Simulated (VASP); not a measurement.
# ZrSi7 (Fm-3m) in VASP: a series of runs

The runs below take ZrSi7 through single point, relaxation of cell and atoms, with PBE.

All numbers are computed with VASP 6.6.1; they aren't measurements. Logs are shortened: lines on timing, memory, paths and dates and some standing lists are left out, and cuts for length are marked.

**1. The cell of the first run**

Symmetry: Fm-3m, No. 225, cubic system. Conventional cell: a = 7.896 Å, b = 7.896 Å, c = 7.896 Å, α = 90.00°, β = 90.00°, γ = 90.00°. Zr (site symmetry m-3m) has 12 Si at 2.79 Å within 3.7 Å. Si (site symmetry mmm) has 2 Zr at 2.79 Å and 10 Si at 2.79 Å within 3.7 Å. Within 3.7 Å of Si (site symmetry m-3m) lie 12 Si at 2.79 Å.

**2. Single point, PBE**

The input, INCAR:

```
PREC = Accurate
ENCUT = 520
EDIFF = 1E-6
ISMEAR = 0
SIGMA = 0.2
LREAL = F
LASPH = T
NELM = 100
ALGO = Normal
ISIF = 2
LWAVE = F
LCHARG = F
GGA = PE
NBANDS = 30
```

The input, KPOINTS:

```
Automatic mesh
0
Gamma
  4 4 4
```

The input, POSCAR:

```
ZrSi7
1.0
    0.0000000000      3.9478953068      3.9478953068
    3.9478953068      0.0000000000      3.9478953068
    3.9478953068      3.9478953068      0.0000000000
Zr Si
1 7
Direct
    0.0000000000      0.0000000000      0.0000000000
    0.0000000000      0.5000000000      0.5000000000
    0.5000000000      0.0000000000      0.5000000000
    0.5000000000      0.5000000000      0.5000000000
    0.0000000000      0.0000000000      0.5000000000
    0.5000000000      0.0000000000      0.0000000000
    0.0000000000      0.5000000000      0.0000000000
    0.5000000000      0.5000000000      0.0000000000
```

Potentials or basis: VASP PAW PBE potentials, release 64 (Zr_sv, Si).

Launch:

```console
$ cat potpaw_PBE.64/Zr_sv/POTCAR potpaw_PBE.64/Si/POTCAR > POTCAR
$ mpirun -np 1 vasp_std > vasp.out
```

OUTCAR:

```text
PREC = Accurate
   ENCUT = 520
   EDIFF = 1E-6
   ISMEAR = 0
   LREAL = F
   LASPH = T
   NELM = 100
   ISIF = 2
   GGA = PE

 ion  position               nearest neighbor table
   1  0.000  0.000  0.000-   5 2.79   6 2.79   7 2.79   2 2.79   3 2.79   5 2.79   2 2.79   7 2.79
                             8 2.79   3 2.79   6 2.79   8 2.79
   2  0.000  0.500  0.500-   4 2.79   5 2.79   7 2.79   1 2.79   7 2.79   8 2.79   1 2.79   3 2.79
                             5 2.79   3 2.79   4 2.79   8 2.79
   3  0.500  0.000  0.500-   4 2.79   5 2.79   6 2.79   1 2.79   6 2.79   8 2.79   2 2.79   4 2.79
                             8 2.79   1 2.79   2 2.79   5 2.79
   4  0.500  0.500  0.500-   2 2.79   3 2.79   8 2.79   6 2.79   7 2.79   8 2.79   3 2.79   5 2.79
                             6 2.79   2 2.79   5 2.79   7 2.79
   5  0.000  0.000  0.500-   1 2.79   2 2.79   3 2.79   1 2.79   6 2.79   7 2.79   2 2.79   4 2.79
                             7 2.79   3 2.79   4 2.79   6 2.79
   6  0.500  0.000  0.000-   1 2.79   3 2.79   8 2.79   3 2.79   4 2.79   5 2.79   4 2.79   7 2.79
                             8 2.79   1 2.79   5 2.79   7 2.79
   7  0.000  0.500  0.000-   1 2.79   2 2.79   8 2.79   2 2.79   4 2.79   5 2.79   1 2.79   5 2.79
                             6 2.79   4 2.79   6 2.79   8 2.79
   8  0.500  0.500  0.000-   4 2.79   6 2.79   7 2.79   2 2.79   3 2.79   4 2.79   1 2.79   3 2.79
                             6 2.79   1 2.79   2 2.79   7 2.79

  LATTYP: Found a face centered cubic cell.
 ALAT       =     7.8957906136

  Lattice vectors:

 A1 = (   0.0000000000,   3.9478953068,   3.9478953068)
 A2 = (   3.9478953068,   0.0000000000,   3.9478953068)
 A3 = (   3.9478953068,   3.9478953068,   0.0000000000)

Analysis of symmetry for initial positions (statically):
=====================================================================
 Subroutine PRICEL returns:
 Original cell was already a primitive cell.

 Routine SETGRP: Setting up the symmetry group for a
 face centered cubic supercell.

 Subroutine GETGRP returns: Found 48 space group operations
 (whereof 48 operations were pure point group operations)
 out of a pool of 48 trial point group operations.

The static configuration has the point symmetry O_h .

Analysis of symmetry for dynamics (positions and initial velocities):
=====================================================================
 Subroutine PRICEL returns:
 Original cell was already a primitive cell.

 Routine SETGRP: Setting up the symmetry group for a
 face centered cubic supercell.

 Subroutine GETGRP returns: Found 48 space group operations
 (whereof 48 operations were pure point group operations)
 out of a pool of 48 trial point group operations.

The dynamic configuration has the point symmetry O_h .

 Subroutine INISYM returns: Found 48 space group operations
 (whereof 48 operations are pure point group operations),
 and found     1 'primitive' translations

----------------------------------------------------------------------------------------

                                     Primitive cell

  volume of cell :     123.0628

  direct lattice vectors                    reciprocal lattice vectors
     0.000000000  3.947895307  3.947895307    -0.126649762  0.126649762  0.126649762
     3.947895307  0.000000000  3.947895307     0.126649762 -0.126649762  0.126649762
     3.947895307  3.947895307  0.000000000     0.126649762  0.126649762 -0.126649762

  length of vectors
     5.583167086  5.583167086  5.583167086     0.219363822  0.219363822  0.219363822

  position of ions in fractional coordinates (direct lattice)
     0.000000000  0.000000000  0.000000000
     0.000000000  0.500000000  0.500000000
     0.500000000  0.000000000  0.500000000
     0.500000000  0.500000000  0.500000000
     0.000000000  0.000000000  0.500000000
     0.500000000  0.000000000  0.000000000
     0.000000000  0.500000000  0.000000000
     0.500000000  0.500000000  0.000000000

  ion indices of the primitive-cell ions
   primitive index   ion index
                 1           1
                 2           2
                 3           3
                 4           4
                 5           5
                 6           6
                 7           7
                 8           8

----------------------------------------------------------------------------------------

 KPOINTS: Automatic mesh

Automatic generation of k-mesh.
 Grid dimensions read from file:
 generate k-points for:    4    4    4

 Generating k-lattice:

  Cartesian coordinates                     Fractional coordinates (reciprocal lattice)
    -0.031662440  0.031662440  0.031662440     0.250000000  0.000000000  0.000000000
     0.031662440 -0.031662440  0.031662440     0.000000000  0.250000000  0.000000000
     0.031662440  0.031662440 -0.031662440     0.000000000  0.000000000  0.250000000

  Length of vectors
     0.054840956  0.054840956  0.054840956

  Shift w.r.t. Gamma in fractional coordinates (k-lattice)
     0.000000000  0.000000000  0.000000000

 Subroutine IBZKPT returns following result:
 ===========================================

 Found      8 irreducible k-points:

 Following reciprocal coordinates:
            Coordinates               Weight
  0.000000  0.000000  0.000000      1.000000
  0.250000  0.000000  0.000000      8.000000
  0.500000  0.000000  0.000000      4.000000
  0.250000  0.250000  0.000000      6.000000
  0.500000  0.250000  0.000000     24.000000
 -0.250000  0.250000  0.000000     12.000000
  0.500000  0.500000  0.000000      3.000000
 -0.250000  0.500000  0.250000      6.000000
   k-points           NKPTS =      8   k-points in BZ     NKDIM =      8   number of bands    NBANDS=     30
   number of dos      NEDOS =    301   number of ions     NIONS =      8
   total plane-waves  NPLWV =  74088
   dimension x,y,z NGX =    42 NGY =   42 NGZ =   42
   dimension x,y,z NGXF=    84 NGYF=   84 NGZF=   84
   ions per type =               1   7
   NGX,Y,Z   is equivalent  to a cutoff of  12.51, 12.51, 12.51 a.u.
   NGXF,Y,Z  is equivalent  to a cutoff of  25.01, 25.01, 25.01 a.u.
 SYSTEM =  unknown system
   PREC   = accura    normal or accurate (medium, high low for compatibility)
   ISTART =      0    job   : 0-new  1-cont  2-samecut
   ICHARG =      2    charge: 1-file 2-atom 10-const
   ISPIN  =      1    spin polarized calculation?
   LNONCOLLINEAR =      F non collinear calculations
   LSORBIT =      F    spin-orbit coupling
   LASPH  =      T    aspherical Exc in radial PAW
   ENCUT  =  520.0 eV  38.22 Ry    6.18 a.u.  10.38 10.38 10.38*2*pi/ulx,y,z
   NELM   =    100;   NELMIN=  2; NELMDL= -5     # of ELM steps
   EDIFF  = 0.1E-05   stopping-criterion for ELM
   LREAL  =      F    real-space projection
   EDIFFG = 0.1E-04   stopping-criterion for IOM
   NSW    =      0    number of steps for IOM
   IBRION =     -1    ionic relax: 0-MD 1-quasi-New 2-CG
   NFREE  =      0    steps in history (QN), initial steepest desc. (CG)
   ISIF   =      2    stress and relaxation
   ISYM   =      2    0-nonsym 1-usesym 2-fastsym
   POTIM  = 0.5000    time-step for ionic-motion
   TEBEG  =    0.0;   TEEND  =   0.0 temperature during run
   PSTRESS=    0.0 pullay stress
   NELECT =      40.0000    total number of electrons
   NUPDOWN=      -1.0000    fix difference up-down
   EMIN   =  10.00;   EMAX   =-10.00  energy-range for DOS
   EFERMI =   0.00;   METHOD = LEGACY
   ISMEAR =     0;   SIGMA  =   0.20  broadening in eV -4-tet -1-fermi 0-gaus
   EFERMI_NEDOS =   21; number of points for ismear=-14 and -15
   IALGO  =     38    algorithm
   IMIX   =      4    mixing-type and parameters
     AMIX     =   0.40;   BMIX     =  1.00
     AMIX_MAG =   1.60;   BMIX_MAG =  1.00
  volume/ion in A,a.u.               =      15.38       103.81
  Fermi-wavevector in a.u.,A,eV,Ry     =   1.125605  2.127084 17.238388  1.266986
  Thomas-Fermi vector in A             =   2.262282
   LORBIT       =      0    0 simple, 1 ext, 2 COOP (PROOUT), +10 PAW based schemes
   GGA     = PE    functional components
   LHFCALC =     F    Hartree Fock is set to
   AEXX    =    0.0000 exact exchange contribution
   IVDW    =     0    specifies the selected vdW correction
   LEPSILON=     F    determine dielectric tensor
   LRPA    =     F    only Hartree local field effects (RPA)
 non-spin polarized calculation
 Gauss-broadening in eV      SIGMA  =   0.20
  energy-cutoff  :      520.00
  volume of cell :      123.06
 maximum number of plane-waves:      3329
 NGX is ok and might be reduce to    42
   NGX = 21   NGY = 21   NGZ = 21

 number of electron      39.9999997 magnetization

 Free energy of the ion-electron system (eV)
  ---------------------------------------------------
  ext. energy  EPLUGINS =         0.00000000
  ---------------------------------------------------
  free energy    TOTEN  =       -45.29338928 eV

  energy without entropy =      -45.23795055  energy(sigma->0) =      -45.26566992

 E-fermi :  10.0136     XC(G=0): -11.2277

 val. band max:       10.0069618785   @ k =   0.2500   0.2500   0.0000
 cond. band min:      10.2802513840   @ k =   0.5000   0.0000   0.0000
 fundamental gap:      0.2732895055
 Fermi energy:        10.0136395233

 k-point     1 :       0.0000    0.0000    0.0000
  band No.  band energies     occupation
      1     -38.5708      2.00000
      2     -16.7527      2.00000
      3     -16.7527      2.00000
      4     -16.7527      2.00000
      5      -3.4295      2.00000
      6       2.2278      2.00000
[... 22 lines left out ...]
     29      14.4337      0.00000
     30      14.4337      0.00000

 k-point     2 :       0.2500    0.0000    0.0000
  band No.  band energies     occupation
      1     -38.5707      2.00000
      2     -16.7573      2.00000
      3     -16.7536      2.00000
      4     -16.7536      2.00000
      5      -2.9789      2.00000
      6       0.3387      2.00000
[... 190 lines left out ...]
 k-point     8 :      -0.2500    0.5000    0.2500
  band No.  band energies     occupation
      1     -38.5706      2.00000
      2     -16.7591      2.00000
      3     -16.7591      2.00000
      4     -16.7566      2.00000
      5      -0.8885      2.00000
      6      -0.7037      2.00000
[... 22 lines left out ...]
     29      13.6512      0.00000
     30      14.1183      0.00000

------------------------ aborting loop because EDIFF is reached ----------------------------------------

  FORCE on cell =-STRESS in cart. coord.  units (eV):
  Direction    XX          YY          ZZ          XY          YZ          ZX
  --------------------------------------------------------------------------------------
  -------------------------------------------------------------------------------------
  Total       -0.2004780     -0.2004780     -0.2004780      0.0000000      0.0000000      0.0000000
  in kB       -2.6100600     -2.6100600     -2.6100600      0.0000000      0.0000000      0.0000000
  external PRESSURE =      -2.6100600 kB  Pullay stress =       0.0000000 kB

 VOLUME and BASIS-vectors are now :
 -----------------------------------------------------------------------------
  energy-cutoff  :      520.00
  volume of cell :      123.06
      direct lattice vectors                 reciprocal lattice vectors
     0.000000000  3.947895307  3.947895307    -0.126649762  0.126649762  0.126649762
     3.947895307  0.000000000  3.947895307     0.126649762 -0.126649762  0.126649762
     3.947895307  3.947895307  0.000000000     0.126649762  0.126649762 -0.126649762

 POSITION                                       TOTAL-FORCE (eV/Angst)
 -----------------------------------------------------------------------------------
      0.00000      0.00000      0.00000        -0.000000     -0.000000      0.000000
      3.94790      1.97395      1.97395        -0.000000     -0.000000     -0.000000
      1.97395      3.94790      1.97395        -0.000000     -0.000000      0.000000
      3.94790      3.94790      3.94790        -0.000000     -0.000000     -0.000000
      1.97395      1.97395      0.00000        -0.000000     -0.000000      0.000000
      0.00000      1.97395      1.97395        -0.000000     -0.000000      0.000000
      1.97395      0.00000      1.97395         0.000000      0.000000      0.000000
      1.97395      1.97395      3.94790         0.000000      0.000000      0.000000
 -----------------------------------------------------------------------------------
    total drift:                               -0.000000      0.000000      0.000000

  FREE ENERGIE OF THE ION-ELECTRON SYSTEM (eV)
  ---------------------------------------------------
  free  energy   TOTEN  =       -45.2933892812 eV

  energy  without entropy=      -45.2379505523  energy(sigma->0) =      -45.26566992
```

Wall time 18 s (1 thread of Intel Xeon 6975P-C (Granite Rapids), shared host); peak memory 0.25 GiB.

What came out:

```
Free energy            : -45.2934 eV
Pressure               : -0.3 GPa
Band gap on the k mesh : zero (band 20 reaches 11.53 eV, above the bottom of band 21 at 9.25 eV)
```

Levels at points of the mesh, in eV from the Fermi level:
```csv
k point,band 17,band 18,band 19,band 20,band 21,band 22,band 23,band 24
"(0.00, 0.00, 0.00)",-3.86,-3.86,0.94,1.52,1.52,1.52,2.77,2.77
"(0.50, 0.00, 0.00)",-2.10,-1.34,-0.22,-0.22,0.27,1.20,1.40,1.40
"(0.50, 0.50, 0.00)",-1.88,-1.48,-1.48,-1.22,-0.77,-0.47,0.86,0.86
```

**3. Relaxation of cell and atoms, PBE**

This run uses another cell than the first one, of 14.72 Å³/atom, 0.957 times its volume.

The input, INCAR:

```
PREC = Accurate ; ENCUT = 600
EDIFF = 1E-7 ; ISMEAR = 0
SIGMA = 0.2 ; LREAL = False
LASPH = True ; NELM = 80
ALGO = Normal ; ISIF = 3
LWAVE = False ; LCHARG = False
GGA = PE ; IBRION = 2
NSW = 36 ; EDIFFG = -0.08
```

KPOINTS is that of step 2.

POSCAR: that of step 2 with these lines changed.

```diff
@@ -2,5 +2,5 @@
 1.0
-    0.0000000000      3.9478953068      3.9478953068
-    3.9478953068      0.0000000000      3.9478953068
-    3.9478953068      3.9478953068      0.0000000000
+    0.0000000000      3.8900000000      3.8900000000
+    3.8900000000      0.0000000000      3.8900000000
+    3.8900000000      3.8900000000      0.0000000000
 Zr Si
```

Potentials or basis: VASP PAW PBE potentials, release 64 (Zr_sv, Si).

Launch:

```console
$ cat potpaw_PBE.64/Zr_sv/POTCAR potpaw_PBE.64/Si/POTCAR > POTCAR
$ mpirun -np 1 vasp_std > vasp.out
```

Run time: 66 s. Hardware: 1 thread of Intel Xeon 6975P-C (Granite Rapids), shared host; peak memory 0.34 GiB.

The run converged. Its results:

- Free energy: -45.2935 eV
- Relaxed volume: 15.34 Å³/atom
- Relaxed cell: a = 5.578 Å, b = 5.578 Å, c = 5.578 Å, α = 60.00°, β = 60.00°, γ = 60.00°
- Space group after relaxing (to 0.05 Å): Fm-3m (No. 225)
- Energy gained by relaxing: 8.6 meV/atom
- Ionic steps: 3
- Pressure after relaxing: 0.0 GPa
- Band gap on the k mesh: zero (band 20 reaches 11.56 eV, above the bottom of band 21 at 9.27 eV)

The path:
```
step  energy change (eV)  largest force (eV/Å)  pressure (GPa)  volume (Å³)
   1              0.0000                0.0000            4.58       117.73
   2             -0.0562                0.0000           -1.79       125.04
   3             -0.0692                0.0000            0.01       122.74
```

Final structure:
```xyz
8
Lattice="0.0000 3.9445 3.9445 3.9445 0.0000 3.9445 3.9445 3.9445 0.0000" Properties=species:S:1:pos:R:3 pbc="T T T"
Zr    0.0000    0.0000    0.0000
Si    3.9445    1.9722    1.9722
Si    1.9722    3.9445    1.9722
Si    3.9445    3.9445    3.9445
Si    1.9722    1.9722    0.0000
Si    0.0000    1.9722    1.9722
Si    1.9722    0.0000    1.9722
Si    1.9722    1.9722    3.9445
```

Levels at points of the mesh, in eV from the Fermi level:
```csv
k point,band 16,band 17,band 18,band 19,band 20,band 21,band 22,band 23,band 24,band 25
"(0.00, 0.00, 0.00)",-3.87,-3.87,-3.87,0.94,1.52,1.52,1.52,2.77,2.77,2.77
"(0.50, 0.00, 0.00)",-2.10,-2.10,-1.34,-0.22,-0.22,0.27,1.20,1.40,1.40,2.51
"(0.50, 0.50, 0.00)",-1.88,-1.88,-1.49,-1.49,-1.22,-0.77,-0.47,0.87,0.87,2.33
```

**4. Single point, PBE**

This run uses another cell than the first one, of 15.33 Å³/atom, 0.997 times its volume.

The input, INCAR:

```
SYSTEM = ZrSi7
ALGO = Normal
EDIFF = 1E-6
ENCUT = 520
GGA = PE
ISIF = 2
ISMEAR = 0
LASPH = .TRUE.
LCHARG = .FALSE.
LREAL = .FALSE.
LWAVE = .FALSE.
NBANDS = 30
NELM = 80
PREC = Accurate
SIGMA = 0.1
```

The input, KPOINTS:

```
k-points
0
G
  8 8 8
  0 0 0
```

POSCAR: that of step 3 with these lines changed.

```diff
@@ -2,5 +2,5 @@
 1.0
-    0.0000000000      3.8900000000      3.8900000000
-    3.8900000000      0.0000000000      3.8900000000
-    3.8900000000      3.8900000000      0.0000000000
+    0.0000000000      3.9433898380      3.9433898380
+    3.9433898380      0.0000000000      3.9433898380
+    3.9433898380      3.9433898380      0.0000000000
 Zr Si
```

Launch:

```console
$ cat potpaw_PBE.64/Zr_sv/POTCAR potpaw_PBE.64/Si/POTCAR > POTCAR
$ mpirun -np 1 vasp_std > vasp.out
```

It took 61 s on 1 thread of Intel Xeon 6975P-C (Granite Rapids), shared host; peak memory 0.29 GiB.

It converged, with:

```yaml
Free_energy: -45.0716 eV
Pressure: 0.0 GPa
Band_gap_on_the_k_mesh: zero (band 20 reaches 11.55 eV, above the bottom of band 21 at 9.29 eV)
```

Levels at points of the mesh, in eV from the Fermi level:
```
           k point  band 18  band 19  band 20  band 21  band 22  band 23
(0.00, 0.00, 0.00)    -3.89     0.92     1.48     1.48     1.48     2.76
(0.50, 0.00, 0.00)    -1.35    -0.24    -0.24     0.25     1.20     1.39
(0.50, 0.50, 0.00)    -1.50    -1.50    -1.23    -0.78    -0.48     0.85
```

**5. The runs side by side**

```tsv
task	cell	k mesh	cutoff (eV)	smearing	gap on the mesh (eV)	pressure (GPa)
single point	a = 5.583 Å, angles 60.0°, 8 atoms	4 × 4 × 4	520	gaussian 0.2 eV	none	-0.3
relaxation of cell and atoms	relaxed from a = 5.501 Å, angles 60.0°, 8 atoms	4 × 4 × 4	600	gaussian 0.2 eV	none	0.0
single point	a = 5.577 Å, angles 60.0°, 8 atoms	8 × 8 × 8	520	gaussian 0.1 eV	none	0.0
```

Alike in all rows: level PBE; potentials or basis VASP PAW PBE potentials, release 64 (Zr_sv, Si); no spin polarisation.

Total energies depend on the potentials used, so only differences within one code and one set of settings carry meaning.
